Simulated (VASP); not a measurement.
Set up this calculation in VASP 6.6.1, as the native input.

```yaml
Task: relaxation of cell and atoms
Functional: PBE
Potentials_or_basis: VASP PAW PBE potentials, release 64 (Si, B, N)
Cutoff: 600 eV
k_mesh: 12 × 12 × 2
Occupations: gaussian, width 0.1 eV
Spin: no spin polarisation
Dipole_correction: no
Further_INCAR_settings: ALGO = Normal; EDIFF = 1e-06; IBRION = 2; EDIFFG = -0.01; NSW = 100; ISIF = 3
```

The structure of Si4BN3 lies in POSCAR:

```
Si4BN3
1.0
    2.7409914322      0.0000000000      0.0000000000
   -1.3704957161      2.3737682119      0.0000000000
    0.0000000000      0.0000000000     16.5589439300
Si B N
4 1 3
Direct
    0.6666666667      0.3333333333      0.4835052579
    0.6666666667      0.3333333333      0.3369817897
    0.3333333333      0.6666666667      0.0550301153
    0.3333333333      0.6666666667      0.2015531372
    0.0000000000      0.0000000000      0.7711946847
    0.3333333333      0.6666666667      0.7711949147
    0.0000000000      0.0000000000      0.5222254609
    0.0000000000      0.0000000000      0.0163146395
```

The input as run:

INCAR

```
  PREC = Accurate
  ENCUT = 600
  EDIFF = 1E-6
  ISMEAR = 0
  SIGMA = 0.1
  LREAL = False
  LASPH = True
  NELM = 80
  ALGO = Normal
  ISIF = 3
  LWAVE = False
  LCHARG = False
  GGA = PE
  IBRION = 2
  NSW = 100
  EDIFFG = -0.01
```

KPOINTS

```
Automatic mesh
0
Gamma
  12 12 2
```

Potentials or basis: VASP PAW PBE potentials, release 64 (Si, B, N).

The run is started by

```bash
$ cat potpaw_PBE.64/Si/POTCAR potpaw_PBE.64/B/POTCAR potpaw_PBE.64/N/POTCAR > POTCAR
$ mpirun -np 1 vasp_std > vasp.out
```

Results of the run:

```yaml
Relaxed_volume: 13.46 Å³/atom
Relaxed_cell: a = 2.741 Å, b = 2.741 Å, c = 16.551 Å, α = 90.00°, β = 90.00°, γ = 120.00°
Space_group_after_relaxing_to_0.1_Å: P3m1 (No. 156)
Energy_gained_by_relaxing: 0.0 meV/atom
Ionic_steps: 3
Pressure_after_relaxing: 0.0 GPa
Largest_force_after_relaxing: 0.007 eV/Å
Band_gap_on_the_k_mesh: zero (bands 17 and 18 overlap by 3.75 eV)
```

Caveat: this functional lacks dispersion, which binds layers or chains, so the pressure and a relaxed spacing across them are unreliable.

It took 2 min on 1 thread of Intel(R) Xeon(R) 6975P-C (Granite Rapids) (shared host), peak memory 0.33 GiB.
